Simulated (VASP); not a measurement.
A run of VASP 6.6.1 is set up as follows.

INCAR

```
ALGO = Normal
EDIFF = 1E-6
ENCUT = 520
ISIF = 2
ISMEAR = -1
LASPH = T
LCHARG = F
LREAL = F
LWAVE = F
NBANDS = 26
NELM = 100
PREC = Accurate
SIGMA = 0.02
```

KPOINTS

```
k-points
0
Gamma
  11 11 6
```

The input POSCAR:

```
ZnO
1.0
    3.1830658516      0.0000000000      0.0000000000
   -1.5915329258      2.7566158894      0.0000000000
    0.0000000000      0.0000000000      5.0975701925
Zn O
2 2
Direct
    0.3333333333      0.6666666667      0.0000000000
    0.6666666667      0.3333333333      0.5000000000
    0.3333333333      0.6666666667      0.3821000000
    0.6666666667      0.3333333333      0.8821000000
```

Potentials or basis: VASP PAW LDA potentials, release 64 (Zn, O).

Command:

```console
$ cat potpaw_LDA.64/Zn/POTCAR potpaw_LDA.64/O/POTCAR > POTCAR
$ mpirun -np 1 vasp_std > vasp.out
```

Q: Estimate the band gap on the k mesh.

A: 0.84 eV.

Q: Estimate the largest force.

A: 0.044 eV/Å.

Forces in eV/Å, atoms in the order of the input:
```
Zn   0.000  0.000  0.044
Zn   0.000  0.000  0.044
O    0.000  0.000 -0.044
O    0.000  0.000 -0.044
```
